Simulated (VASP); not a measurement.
Crystal: ZnS.

```
Zn S
1.0
     0.00000    2.66548    2.66548
     2.66548    0.00000    2.66548
     2.66548    2.66548    0.00000
Zn S
1 1
Cartesian
  3.9982 3.9982 3.9982
  0.0000 0.0000 0.0000
```

Base run:

| Property | Result |
| --- | --- |
| Program | VASP 6.6.1 |
| Functional | PBEsol-based global hybrid with 25 % exact exchange |
| Potentials or basis | VASP PAW PBE potentials, release 64 (Zn, S) |
| Cutoff | 520 eV |
| k mesh | 5 × 5 × 5 |
| Occupations | fermi-dirac, width 0.05 eV |
| Spin | no spin polarisation |

Its results: band gap on the k mesh 4.10 eV; pressure 1.5 GPa.

The run is repeated on the same cell with these changes: functional from PBEsol-based global hybrid with 25 % exact exchange to r2SCAN0. What comes out?

Band gap on the k mesh 4.59 eV; pressure 2.9 GPa.

Caveats: the PAW data sets were made with another functional, which shifts forces and pressure a little.

